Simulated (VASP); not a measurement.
Wanted: the native input for a VASP 6.6.1 run.

| Item | Value |
| --- | --- |
| Task | single point |
| Functional | PBEsol |
| Potentials or basis | VASP PAW PBE potentials, release 64 (Ga_d, Co) |
| Cutoff | 520 eV |
| k mesh | 16 × 16 × 16 |
| Occupations | gaussian, width 0.15 eV |
| Spin | no spin polarisation |
| Dipole correction | no |
| Further INCAR settings | ALGO = Fast; EDIFF = 1e-06; NBANDS = 18 |

The structure of GaCo lies in POSCAR:

```
GaCo
1.0
    2.9984240000      0.0000000000      0.0000000000
    0.0000000000      2.9984240000      0.0000000000
    0.0000000000      0.0000000000      2.6524520000
Ga Co
1 1
Direct
    0.5000000000      0.5000000000      0.5000000000
    0.0000000000      0.0000000000      0.0000000000
```

This cell differs from its parent crystal: strain +0.040 along x and y, -0.080 along z.

The input as run:

INCAR

```
PREC = Accurate ; ENCUT = 520
EDIFF = 1E-6 ; ISMEAR = 0
SIGMA = 0.15 ; LREAL = F
LASPH = T ; NELM = 100
ALGO = Fast ; ISIF = 2
LWAVE = F ; LCHARG = F
GGA = PS ; NBANDS = 18
```

KPOINTS

```
regular mesh
0
Gamma
  16 16 16
```

Potentials or basis: VASP PAW PBE potentials, release 64 (Ga_d, Co).

Run with:

```sh
$ cat potpaw_PBE.64/Ga_d/POTCAR potpaw_PBE.64/Co/POTCAR > POTCAR
$ mpirun -np 1 vasp_std > vasp.out
```

Results of the run:

```yaml
Pressure: -5.8 GPa
Band_gap_on_the_k_mesh: zero (bands 11 and 12 overlap by 1.77 eV)
```

Caveat: the cell differs from its parent crystal (strain +0.040 along x and y, -0.080 along z); the cell stands under tension; the PAW data sets were made with another functional, which shifts forces and pressure a little; the run has no spin polarisation, though such a crystal can be magnetic.

Run time: 2.1 min on 1 thread of AMD EPYC 7R13 Processor (Zen 3), on a shared host, peak memory 0.25 GiB.
